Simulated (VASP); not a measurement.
# TaN: single point with PBEsol+D3(BJ)

TaN:

```
Ta N
1.0
     2.69944    0.00000    0.00000
     0.00000    2.69944    0.00000
     0.00000    0.00000    2.69944
Ta N
1 1
Direct
  0.00000 0.00000 0.00000
  0.50000 0.50000 0.50000
```

```json
{"Program": "VASP 6.6.1", "Task": "single point", "Functional": "PBEsol", "Dispersion": "D3(BJ)", "Potentials or basis": "VASP PAW PBE potentials, release 64 (Ta_pv, N)", "Cutoff": "520 eV", "k mesh": "10 × 10 × 10", "Occupations": "fermi-dirac, width 0.05 eV", "Spin": "no spin polarisation"}
```

- Pressure: 1.1 GPa
- Band gap on the k mesh: zero (band 8 reaches 16.32 eV, above the bottom of band 9 at 6.99 eV)
- Dispersion energy per atom: -0.504 eV

Levels at points of the mesh, in eV from the Fermi level:
| k point | band 4 | band 5 | band 6 | band 7 | band 8 | band 9 | band 10 | band 11 | band 12 | band 13 |
| --- | --- | --- | --- | --- | --- | --- | --- | --- | --- | --- |
| (0.00, 0.00, 0.00) | -18.79 | -5.18 | -5.18 | -2.83 | -2.83 | -2.83 | 2.88 | 4.09 | 4.09 | 4.09 |
| (0.50, 0.00, 0.00) | -15.78 | -10.45 | -4.92 | -4.92 | -3.88 | 4.10 | 4.74 | 5.53 | 5.53 | 9.00 |
| (0.50, 0.50, 0.00) | -16.60 | -6.17 | -6.17 | -3.92 | -2.19 | 0.62 | 0.62 | 0.92 | 7.30 | 11.90 |
| (0.50, 0.50, 0.50) | -14.33 | -9.63 | -9.63 | -9.63 | 6.50 | 6.50 | 6.50 | 7.63 | 7.63 | 8.63 |

Wall time 21 s on 1 thread of Intel Xeon 8259CL, with other jobs on the host, peak memory 0.15 GiB.

Caveat: the PAW data sets were made with another functional, which shifts forces and pressure a little; spin-orbit coupling is left out, which moves the levels of the heavy elements; pairwise dispersion overbinds metals, which lowers pressure and volume.
